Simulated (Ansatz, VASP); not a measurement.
## One calculation of MoS, two programs

```
CELL_PARAMETERS angstrom
0.00000 3.14098 3.14098
3.14098 0.00000 3.14098
3.14098 3.14098 0.00000
ATOMIC_POSITIONS crystal
Mo 0.00000 0.00000 0.00000
S 0.25000 0.25000 0.25000
```

Alike in both runs: task single point; functional r2SCAN; k mesh 12 × 12 × 12; occupations gaussian, width 0.1 eV; collinear spin; Hubbard terms Mo d U = 4.38 eV.

```csv
,VASP,Ansatz
version,VASP 6.6.1,Ansatz 0.2.0
potentials or method,"VASP PAW PBE potentials, release 64 (Mo_sv, S), cutoff 520 eV","scalar-relativistic, plane waves, PAW"
valence electrons in the cell,20,20
```

```csv
,VASP,Ansatz,Ansatz less VASP
gap on the k mesh at the Fermi level (eV),none,none,-
pressure (GPa),-7.4,-6.5,+0.93
net moment per atom (μB),2.00,2.00,0.000
size of the moment on the site where the two differ most (μB),3.70,3.31,-0.390
```

VASP's potentials were made for PBE, not for r2SCAN. Site moments also hang on the region over which each program counts them. The programs project onto different local orbitals, so the same U acts differently, and such runs can settle in different states. A gap of «none» marks a metal or a gap that the smearing closes. Ansatz's warnings: filled band counts differ across k points, stability check not made.
